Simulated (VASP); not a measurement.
# Au: single point with PBE

Crystal: Au.

```xyz
2
Lattice="1.4493 -2.5104 0.0000 1.4493 2.5104 0.0000 0.0000 0.0000 4.8507" Properties=species:S:1:pos:R:3 pbc="T T T"
Au    1.4493   -0.8368    1.2127
Au    1.4493    0.8368    3.6380
```

This isn't the form of Au at room conditions, which is fcc.

```
Program             : VASP 6.6.1
Task                : single point
Functional          : PBE
Potentials or basis : VASP PAW PBE potentials, release 64 (Au)
Cutoff              : 520 eV
k mesh              : 16 × 16 × 10
Occupations         : fermi-dirac, width 0.15 eV
Spin                : no spin polarisation
```

* Pressure: 2.7 GPa
* Band gap on the k mesh: zero (bands 11 and 12 overlap by 6.23 eV)

Levels at points of the mesh, in eV from the Fermi level:
```
           k point  band 9  band 10  band 11  band 12  band 13  band 14
(0.00, 0.00, 0.00)   -3.46    -2.16    -2.16    -0.94     2.57    14.60
(0.50, 0.00, 0.00)   -1.87    -1.69     0.37     1.49     5.70     7.15
(0.50, 0.50, 0.00)   -1.87    -1.69     0.37     1.49     5.70     7.15
(0.00, 0.00, 0.50)   -2.59    -2.59    -2.59    -2.59    10.49    10.49
(0.50, 0.00, 0.50)   -1.76    -1.76     0.54     0.54     3.80     3.80
(0.50, 0.50, 0.50)   -1.76    -1.76     0.54     0.54     3.79     3.79
```

Run time: 90 s on 1 thread of Intel(R) Xeon(R) 6975P-C (Granite Rapids) (shared host), peak memory 0.33 GiB.

Caveat: spin-orbit coupling is left out, which moves the levels of the heavy elements.
